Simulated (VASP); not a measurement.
Runs of VASP 6.6.1 on ZrC. The structure is that of space group Fm-3m (No. 225), or close to it. The cells are those of the table. 

```csv
cell,gap on the mesh (eV),pressure (GPa)
"a = 3.284 Å, angles 60.0°, 2 atoms",none,4.4
"a = 3.302 Å, angles 60.0°, 2 atoms",none,(a)
"a = 3.259 Å, angles 60.0°, 2 atoms",none,(b)
"a = 3.240 Å, angles 60.0°, 2 atoms",none,15.4
"a = 3.293 Å, angles 60.0°, 2 atoms",none,2.4
"a = 3.271 Å, angles 60.0°, 2 atoms",none,7.4
"a = 3.297 Å, angles 60.0°, 2 atoms",none,1.4
```

Alike in all rows: task single point; level PBEsol; potentials or basis VASP PAW PBE potentials, release 64 (Zr_sv, C); no spin polarisation; k mesh 18 × 18 × 18; cutoff (eV) 520; smearing fermi-dirac 0.1 eV.

Estimate the missing entries.

(a) 0.3; (b) 10.4.

Caveats: the PAW data sets were made with another functional, which shifts forces and pressure a little.

A k mesh can miss the band edges, and the runs leave out spin-orbit coupling on Zr.

A gap of «none» marks levels without a gap at the run's occupations.
